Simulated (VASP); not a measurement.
Wanted: the native input for a VASP 6.6.1 run.

```
Task                   : single point
Functional             : PBE
Potentials or basis    : VASP PAW PBE potentials, release 64 (Si)
Cutoff                 : 520 eV
k mesh                 : 8 × 8 × 8
Occupations            : gaussian, width 0.1 eV
Spin                   : no spin polarisation
Dipole correction      : no
Further INCAR settings : ALGO = Normal; EDIFF = 1e-07; NBANDS = 26
```

The structure of Si lies in POSCAR:

```
Si
1.0
    4.9124416645      0.0000000000      0.0000000000
    0.0000000000      4.9124416645      0.0000000000
    0.0000000000      0.0000000000      4.9124416645
Si
8
Direct
    0.5000000000      0.5000000000      0.5000000000
    0.0000000000      0.0000000000      0.0000000000
    0.2500000000      0.0000000000      0.5000000000
    0.5000000000      0.2500000000      0.0000000000
    0.5000000000      0.7500000000      0.0000000000
    0.7500000000      0.0000000000      0.5000000000
    0.0000000000      0.5000000000      0.7500000000
    0.0000000000      0.5000000000      0.2500000000
```

These files were run (other wordings do the same):

INCAR

```
SYSTEM = Si
ALGO     = Normal         ! electronic algorithm
EDIFF    = 1E-7           ! SCF threshold, eV
ENCUT    = 520            ! plane-wave cutoff, eV
GGA      = PE             ! functional
ISIF     = 2              ! what is computed and relaxed
ISMEAR   = 0              ! smearing method
LASPH    = .True.         ! aspherical terms in the spheres
LCHARG   = .False.        ! write CHGCAR
LREAL    = .False.        ! projectors in reciprocal space
LWAVE    = .False.        ! write WAVECAR
NBANDS   = 26             ! bands
NELM     = 80             ! most SCF steps
PREC     = Accurate       ! precision mode
SIGMA    = 0.1            ! smearing width, eV
```

KPOINTS

```
k-points
0
Gamma
  8 8 8
  0 0 0
```

Potentials or basis: VASP PAW PBE potentials, release 64 (Si).

Run with:

```sh
$ cat potpaw_PBE.64/Si/POTCAR > POTCAR
$ mpirun -np 1 vasp_std > vasp.out
```

Results of the run:

```yaml
Pressure: 0.0 GPa
Band_gap_on_the_k_mesh: zero (bands 16 and 17 overlap by 2.90 eV)
```

Wall time 2.1 min on 1 thread of Intel Xeon 8259CL, on a shared host, peak memory 0.26 GiB.
